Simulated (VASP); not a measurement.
Here is a VASP 6.6.1 calculation.

Contents of INCAR:

```
PREC = Accurate
ENCUT = 520
EDIFF = 1E-6
ISMEAR = 0
SIGMA = 0.02
LREAL = F
LASPH = T
NELM = 80
ALGO = Normal
ISIF = 2
LWAVE = F
LCHARG = T
GGA = PE
LELF = T
LVHAR = T
NBANDS = 16
```

KPOINTS

```
regular mesh
0
Gamma
  10 10 10
```

File POSCAR:

```
GaN
1.0
    0.0000000000      2.2744141126      2.2744141126
    2.2744141126      0.0000000000      2.2744141126
    2.2744141126      2.2744141126      0.0000000000
Ga N
1 1
Direct
    0.0000000000      0.0000000000      0.0000000000
    0.7500000000      0.7500000000      0.7500000000
```

Potentials or basis: VASP PAW PBE potentials, release 64 (Ga_d, N).

The run is started by

```console
$ cat potpaw_PBE.64/Ga_d/POTCAR potpaw_PBE.64/N/POTCAR > POTCAR
$ mpirun -np 1 vasp_std > vasp.out
```

Task: Predict the band gap on the k mesh.

Result: 1.55 eV, direct.

Task: Estimate the pressure.

Result: 0.1 GPa.

PBE gaps usually lie below the measured ones, often by a third to a half.
